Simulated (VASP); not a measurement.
# Be3CdS2 (P6mm) in VASP: a series of runs

The runs below take Be3CdS2 through single point, relaxation of cell and atoms, with PBE.

Program: VASP 6.6.1. These are calculated values, not measurements. Logs are shortened: lines on timing, memory, paths and dates and some standing lists are left out, and cuts for length are marked.

### Step 1. The cell of the first run

It takes space group P6mm (No. 183, hexagonal). Conventional cell: a = 5.217 Å, b = 5.217 Å, c = 3.664 Å, α = 90.00°, β = 90.00°, γ = 120.00°. Within 3.1 Å of Be (site symmetry 2mm) lie 4 S at 2.36 to 2.38 Å and 4 Be at 2.61 Å and 2 Cd at 3.05 Å. Cd (site symmetry 6mm) has 6 S at 3.02 Å and 12 Be at 3.05 to 3.34 Å and 2 Cd at 3.66 Å within 4.0 Å. S (site symmetry 3m) has 6 Be at 2.36 to 2.38 Å and 3 S at 3.01 Å and 3 Cd at 3.02 Å within 3.1 Å.

The cell was generated, and may not be a known phase.

### Step 2. Single point, PBE

INCAR

```
PREC = Accurate
ENCUT = 600
EDIFF = 1E-6
ISMEAR = 0
SIGMA = 0.1
LREAL = False
LASPH = True
NELM = 120
ALGO = Normal
ISIF = 2
LWAVE = False
LCHARG = False
GGA = PE
NBANDS = 24
GGA_COMPAT = False
```

KPOINTS

```
Automatic mesh
0
Gamma
  6 6 6
```

POSCAR

```
Be3CdS2
1.0
    5.2169787100      0.0000000000      0.0000000000
   -2.6084893600      4.5180360900      0.0000000000
    0.0000000000      0.0000000000      3.6642470000
Be Cd S
3 1 2
Direct
    0.5000000000      0.5000000000      0.4595159900
    0.5000000000      0.0000000000      0.4595159900
    0.0000000000      0.5000000000      0.4595159900
    0.0000000000      0.0000000000      0.8888130200
    0.6666666700      0.3333333300      0.9631379800
    0.3333333300      0.6666666700      0.9631379800
```

Potentials or basis: VASP PAW PBE potentials, release 64 (Be, Cd, S).

The run is started by

```
$ cat potpaw_PBE.64/Be/POTCAR potpaw_PBE.64/Cd/POTCAR potpaw_PBE.64/S/POTCAR > POTCAR
$ mpirun -np 1 vasp_std > vasp.out
```

OUTCAR:

```text
PREC = Accurate
   ENCUT = 600
   EDIFF = 1E-6
   ISMEAR = 0
   LREAL = False
   LASPH = True
   NELM = 120
   ISIF = 2
   GGA = PE

 ion  position               nearest neighbor table
   1  0.500  0.500  0.460-   5 2.36   6 2.36   5 2.38   6 2.38   4 3.05   4 3.05
   2  0.500  0.000  0.460-   5 2.36   6 2.36   5 2.38   6 2.38   4 3.05   4 3.05
   3  0.000  0.500  0.460-   5 2.36   6 2.36   5 2.38   6 2.38   4 3.05   4 3.05
   4  0.000  0.000  0.889-   5 3.02   6 3.02   6 3.02   5 3.02   5 3.02   6 3.02   1 3.05   1 3.05
                             3 3.05   3 3.05   2 3.05   2 3.05
   5  0.667  0.333  0.963-   2 2.36   3 2.36   1 2.36   2 2.38   3 2.38   1 2.38   4 3.02   4 3.02
                             4 3.02
   6  0.333  0.667  0.963-   2 2.36   3 2.36   1 2.36   2 2.38   3 2.38   1 2.38   4 3.02   4 3.02
                             4 3.02

  LATTYP: Found a hexagonal cell.
 ALAT       =     5.2169787100
 C/A-ratio  =     0.7023695521

  Lattice vectors:

 A1 = (   5.2169787100,   0.0000000000,   0.0000000000)
 A2 = (  -2.6084893600,   4.5180360900,   0.0000000000)
 A3 = (   0.0000000000,   0.0000000000,   3.6642470000)

Analysis of symmetry for initial positions (statically):
=====================================================================
 Subroutine PRICEL returns:
 Original cell was already a primitive cell.

 Routine SETGRP: Setting up the symmetry group for a
 hexagonal supercell.

 Subroutine GETGRP returns: Found 12 space group operations
 (whereof 12 operations were pure point group operations)
 out of a pool of 24 trial point group operations.

The static configuration has the point symmetry C_6v.

Analysis of symmetry for dynamics (positions and initial velocities):
=====================================================================
 Subroutine PRICEL returns:
 Original cell was already a primitive cell.

 Routine SETGRP: Setting up the symmetry group for a
 hexagonal supercell.

 Subroutine GETGRP returns: Found 12 space group operations
 (whereof 12 operations were pure point group operations)
 out of a pool of 24 trial point group operations.

The dynamic configuration has the point symmetry C_6v.

 Subroutine INISYM returns: Found 12 space group operations
 (whereof 12 operations are pure point group operations),
 and found     1 'primitive' translations

----------------------------------------------------------------------------------------

                                     Primitive cell

  volume of cell :      86.3681

  direct lattice vectors                    reciprocal lattice vectors
     5.216978710  0.000000000  0.000000000     0.191681825  0.110667554  0.000000000
    -2.608489360  4.518036090  0.000000000     0.000000000  0.221335107  0.000000000
     0.000000000  0.000000000  3.664247000     0.000000000  0.000000000  0.272907367

  length of vectors
     5.216978710  5.216978709  3.664247000     0.221335107  0.221335107  0.272907367

  position of ions in fractional coordinates (direct lattice)
     0.500000000  0.500000000  0.459515990
     0.500000000  0.000000000  0.459515990
     0.000000000  0.500000000  0.459515990
     0.000000000  0.000000000  0.888813020
     0.666666670  0.333333330  0.963137980
     0.333333330  0.666666670  0.963137980

  ion indices of the primitive-cell ions
   primitive index   ion index
                 1           1
                 2           2
                 3           3
                 4           4
                 5           5
                 6           6

----------------------------------------------------------------------------------------

 KPOINTS: Automatic mesh

Automatic generation of k-mesh.
 Grid dimensions read from file:
 generate k-points for:    6    6    6

 Generating k-lattice:

  Cartesian coordinates                     Fractional coordinates (reciprocal lattice)
     0.031946971  0.018444592  0.000000000     0.166666667 -0.000000000  0.000000000
     0.000000000  0.036889184  0.000000000     0.000000000  0.166666667  0.000000000
     0.000000000  0.000000000  0.045484561     0.000000000  0.000000000  0.166666667

  Length of vectors
     0.036889184  0.036889184  0.045484561

  Shift w.r.t. Gamma in fractional coordinates (k-lattice)
     0.000000000  0.000000000  0.000000000

 Subroutine IBZKPT returns following result:
 ===========================================

 Found     28 irreducible k-points:

 Following reciprocal coordinates:
            Coordinates               Weight
  0.000000  0.000000  0.000000      1.000000
  0.166667  0.000000  0.000000      6.000000
  0.333333 -0.000000  0.000000      6.000000
  0.500000 -0.000000  0.000000      3.000000
  0.166667  0.166667  0.000000      6.000000
  0.333333  0.166667  0.000000     12.000000
[... 16 lines left out ...]
  0.166667  0.000000  0.500000      6.000000
  0.333333 -0.000000  0.500000      6.000000
 [... further k-points ...]
   k-points           NKPTS =     28   k-points in BZ     NKDIM =     28   number of bands    NBANDS=     24
   number of dos      NEDOS =    301   number of ions     NIONS =      6
   total plane-waves  NPLWV =  52920
   dimension x,y,z NGX =    42 NGY =   42 NGZ =   30
   dimension x,y,z NGXF=    84 NGYF=   84 NGZF=   60
   ions per type =               3   1   2
   NGX,Y,Z   is equivalent  to a cutoff of  13.38, 13.38, 13.61 a.u.
   NGXF,Y,Z  is equivalent  to a cutoff of  26.77, 26.77, 27.22 a.u.
 SYSTEM =  unknown system
   PREC   = accura    normal or accurate (medium, high low for compatibility)
   ISTART =      0    job   : 0-new  1-cont  2-samecut
   ICHARG =      2    charge: 1-file 2-atom 10-const
   ISPIN  =      1    spin polarized calculation?
   LNONCOLLINEAR =      F non collinear calculations
   LSORBIT =      F    spin-orbit coupling
   LASPH  =      T    aspherical Exc in radial PAW
   ENCUT  =  600.0 eV  44.10 Ry    6.64 a.u.  10.42 10.42  7.32*2*pi/ulx,y,z
   NELM   =    120;   NELMIN=  2; NELMDL= -5     # of ELM steps
   EDIFF  = 0.1E-05   stopping-criterion for ELM
   LREAL  =      F    real-space projection
   EDIFFG = 0.1E-04   stopping-criterion for IOM
   NSW    =      0    number of steps for IOM
   IBRION =     -1    ionic relax: 0-MD 1-quasi-New 2-CG
   NFREE  =      0    steps in history (QN), initial steepest desc. (CG)
   ISIF   =      2    stress and relaxation
   ISYM   =      2    0-nonsym 1-usesym 2-fastsym
   POTIM  = 0.5000    time-step for ionic-motion
   TEBEG  =    0.0;   TEEND  =   0.0 temperature during run
   PSTRESS=    0.0 pullay stress
   NELECT =      30.0000    total number of electrons
   NUPDOWN=      -1.0000    fix difference up-down
   EMIN   =  10.00;   EMAX   =-10.00  energy-range for DOS
   EFERMI =   0.00;   METHOD = LEGACY
   ISMEAR =     0;   SIGMA  =   0.10  broadening in eV -4-tet -1-fermi 0-gaus
   EFERMI_NEDOS =   21; number of points for ismear=-14 and -15
   IALGO  =     38    algorithm
   IMIX   =      4    mixing-type and parameters
     AMIX     =   0.40;   BMIX     =  1.00
     AMIX_MAG =   1.60;   BMIX_MAG =  1.00
  volume/ion in A,a.u.               =      14.39        97.14
  Fermi-wavevector in a.u.,A,eV,Ry     =   1.150794  2.174684 18.018546  1.324326
  Thomas-Fermi vector in A             =   2.287455
   LORBIT       =      0    0 simple, 1 ext, 2 COOP (PROOUT), +10 PAW based schemes
   GGA     = PE    functional components
   LHFCALC =     F    Hartree Fock is set to
   AEXX    =    0.0000 exact exchange contribution
   IVDW    =     0    specifies the selected vdW correction
   LEPSILON=     F    determine dielectric tensor
   LRPA    =     F    only Hartree local field effects (RPA)
 non-spin polarized calculation
 Gauss-broadening in eV      SIGMA  =   0.10
  energy-cutoff  :      600.00
  volume of cell :       86.37
 maximum number of plane-waves:      2907
 NGX is ok and might be reduce to    42
   NGX = 21   NGY = 21   NGZ = 15

 number of electron      29.9999997 magnetization

 Free energy of the ion-electron system (eV)
  ---------------------------------------------------
  ext. energy  EPLUGINS =         0.00000000
  ---------------------------------------------------
  free energy    TOTEN  =       -17.86611205 eV

  energy without entropy =      -17.85391725  energy(sigma->0) =      -17.86001465

 E-fermi :   6.0182     XC(G=0): -10.4096

 val. band max:        5.9962586292   @ k =   0.1667   0.0000   0.0000
 cond. band min:       6.0590886888   @ k =   0.3333  -0.0000   0.1667
 fundamental gap:      0.0628300596
 Fermi energy:         6.0181862986

 k-point     1 :       0.0000    0.0000    0.0000
  band No.  band energies     occupation
      1      -9.8134      2.00000
      2      -7.5990      2.00000
      3      -3.2833      2.00000
      4      -3.2833      2.00000
      5      -2.9967      2.00000
      6      -2.8089      2.00000
[... 16 lines left out ...]
     23      12.6695      0.00000
     24      12.6695      0.00000

 k-point     2 :       0.1667    0.0000    0.0000
  band No.  band energies     occupation
      1      -9.7043      2.00000
      2      -7.7915      2.00000
      3      -3.2305      2.00000
      4      -3.1217      2.00000
      5      -2.9993      2.00000
      6      -2.8198      2.00000
[... 16 lines left out ...]
     23      12.1321      0.00000
     24      12.2619      0.00000

 k-point     3 :       0.3333   -0.0000    0.0000
  band No.  band energies     occupation
      1      -9.4118      2.00000
      2      -8.2232      2.00000
      3      -3.1036      2.00000
      4      -3.0135      2.00000
      5      -2.8914      2.00000
      6      -2.8409      2.00000
[... 16 lines left out ...]
     23      11.2936      0.00000
     24      11.9594      0.00000

 k-point     4 :       0.5000   -0.0000    0.0000
  band No.  band energies     occupation
      1      -9.1559      2.00000
      2      -8.5379      2.00000
      3      -3.0308      2.00000
      4      -3.0235      2.00000
      5      -2.8512      2.00000
      6      -2.8364      2.00000
[... 16 lines left out ...]
     23      11.0526      0.00000
     24      11.0549      0.00000

 k-point     5 :       0.1667    0.1667    0.0000
  band No.  band energies     occupation
      1      -9.5010      2.00000
      2      -8.0994      2.00000
      3      -3.1449      2.00000
      4      -3.0088      2.00000
      5      -2.9419      2.00000
      6      -2.8334      2.00000
[... 16 lines left out ...]
     23      11.4919      0.00000
     24      12.0240      0.00000

 k-point     6 :       0.3333    0.1667    0.0000
  band No.  band energies     occupation
      1      -9.1721      2.00000
      2      -8.5123      2.00000
      3      -3.0507      2.00000
      4      -3.0194      2.00000
      5      -2.8710      2.00000
      6      -2.8444      2.00000
[... 16 lines left out ...]
     23      11.4401      0.00000
     24      11.6732      0.00000
[... 379 lines left out ...]
 k-point    21 :       0.3333    0.3333    0.3333
  band No.  band energies     occupation
      1      -8.3979      2.00000
      2      -8.3979      2.00000
      3      -3.0927      2.00000
      4      -3.0927      2.00000
      5      -2.9573      2.00000
      6      -2.8965      2.00000
[... 16 lines left out ...]
     23      11.4094      0.00000
     24      12.4832      0.00000

 k-point    22 :       0.0000    0.0000    0.5000
  band No.  band energies     occupation
      1      -9.2156      2.00000
      2      -6.8372      2.00000
      3      -3.2592      2.00000
      4      -3.1993      2.00000
      5      -3.1993      2.00000
      6      -3.0007      2.00000
[... 16 lines left out ...]
     23      13.4933      0.00000
     24      13.6665      0.00000

 k-point    23 :       0.1667    0.0000    0.5000
  band No.  band energies     occupation
      1      -9.1032      2.00000
      2      -7.0582      2.00000
      3      -3.3446      2.00000
      4      -3.1522      2.00000
      5      -3.0539      2.00000
      6      -3.0035      2.00000
[... 16 lines left out ...]
     23      13.4080      0.00000
     24      13.5523      0.00000

 k-point    24 :       0.3333   -0.0000    0.5000
  band No.  band energies     occupation
      1      -8.8010      2.00000
      2      -7.5376      2.00000
      3      -3.3923      2.00000
      4      -3.0472      2.00000
      5      -3.0075      2.00000
      6      -2.8768      2.00000
[... 16 lines left out ...]
     23      12.0192      0.00000
     24      13.0635      0.00000

 [... further k-points ...]

------------------------ aborting loop because EDIFF is reached ----------------------------------------

  FORCE on cell =-STRESS in cart. coord.  units (eV):
  Direction    XX          YY          ZZ          XY          YZ          ZX
  --------------------------------------------------------------------------------------
  -------------------------------------------------------------------------------------
  Total        3.4424579      3.4424578     -8.0714052     -0.0000000      0.0000000      0.0000000
  in kB       63.8595293     63.8595292   -149.7291068     -0.0000001      0.0000000      0.0000000
  external PRESSURE =      -7.3366828 kB  Pullay stress =       0.0000000 kB

 VOLUME and BASIS-vectors are now :
 -----------------------------------------------------------------------------
  energy-cutoff  :      600.00
  volume of cell :       86.37
      direct lattice vectors                 reciprocal lattice vectors
     5.216978710  0.000000000  0.000000000     0.191681825  0.110667554  0.000000000
    -2.608489360  4.518036090  0.000000000     0.000000000  0.221335107  0.000000000
     0.000000000  0.000000000  3.664247000     0.000000000  0.000000000  0.272907367

 POSITION                                       TOTAL-FORCE (eV/Angst)
 -----------------------------------------------------------------------------------
      1.30424      2.25902      1.68378         0.000000     -0.000000     -0.089123
      2.60849      0.00000      1.68378         0.000000     -0.000000     -0.089123
     -1.30424      2.25902      1.68378         0.000000     -0.000000     -0.089123
      0.00000      0.00000      3.25683         0.000000     -0.000000     -0.610095
      2.60849      1.50601      3.52918         0.000000     -0.000000      0.438731
     -0.00000      3.01202      3.52918        -0.000000      0.000000      0.438731
 -----------------------------------------------------------------------------------
    total drift:                               -0.000000     -0.000000      0.000409

  FREE ENERGIE OF THE ION-ELECTRON SYSTEM (eV)
  ---------------------------------------------------
  free  energy   TOTEN  =       -17.8661120484 eV

  energy  without entropy=      -17.8539172470  energy(sigma->0) =      -17.86001465
```

It took 1.8 min on 1 thread of AMD EPYC 9755, shared host; peak memory 0.22 GiB.

What came out:

```
Free energy            : -17.8661 eV
Pressure               : -0.7 GPa
Largest force          : 0.610 eV/Å
Band gap on the k mesh : zero (bands 15 and 16 overlap by 1.69 eV)
```

Forces on the atoms (eV/Å):
```
Be   0.000  0.000 -0.089
Be   0.000  0.000 -0.089
Be   0.000  0.000 -0.089
Cd   0.000  0.000 -0.610
S    0.000  0.000  0.439
S    0.000  0.000  0.439
```

Stress tensor (GPa, compression positive):
```
  6.39   0.00   0.00
  0.00   6.39   0.00
  0.00   0.00 -14.97
```

Levels at points of the mesh, in eV from the Fermi level:
```
           k point  band 13  band 14  band 15  band 16  band 17  band 18
(0.00, 0.00, 0.00)    -3.91    -3.10    -0.54     0.10     2.12     2.12
(0.50, 0.00, 0.00)    -2.45    -1.65    -1.25    -0.39     0.81     2.37
(0.00, 0.00, 0.50)    -3.22    -0.97    -0.52    -0.52    -0.30    -0.30
(0.50, 0.00, 0.50)    -3.10    -1.67    -1.55     0.35     2.08     2.44
```

Caveat: the stress differs along the axes, from -15 to 6 GPa.

(Part 1 of 2 ends here.)

The gap in the log of VASP goes by the Fermi energy; the results here count the filled bands.